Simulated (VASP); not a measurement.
Here is a VASP 6.6.1 calculation.

File INCAR:

```
PREC = Accurate
ENCUT = 520
EDIFF = 1E-6
ISMEAR = 0
SIGMA = 0.1
LREAL = False
LASPH = True
NELM = 80
ALGO = Normal
ISIF = 2
LWAVE = False
LCHARG = False
LDIPOL = True
IDIPOL = 3
DIPOL = 0.5 0.5 0.397
GGA = PE
IVDW = 12
NBANDS = 16
```

The input KPOINTS:

```
Automatic mesh
0
Gamma
  9 9 1
```

The input POSCAR:

```
Si
1.0
    3.8475254748      0.0000000000      0.0000000000
   -1.9237627374      3.3320548028      0.0000000000
    0.0000000000      0.0000000000     18.4415958287
Si
4
Direct
    0.3333333333      0.6666666667      0.2695427207
    0.6666666667      0.3333333333      0.2440135898
    0.6666666667      0.3333333333      0.5499304899
    0.3333333333      0.6666666667      0.5244013590
```

Potentials or basis: VASP PAW PBE potentials, release 64 (Si).

Command:

```console
$ cat potpaw_PBE.64/Si/POTCAR > POTCAR
$ mpirun -np 1 vasp_std > vasp.out
```

Q: What does it give for the band gap on the k mesh?

A: 0.16 eV, direct.

Q: Estimate the largest force.

A: 0.080 eV/Å.

Forces on the atoms (eV/Å):
```
Si   0.000  0.000  0.080
Si   0.000  0.000  0.029
Si   0.000  0.000 -0.029
Si   0.000  0.000 -0.080
```
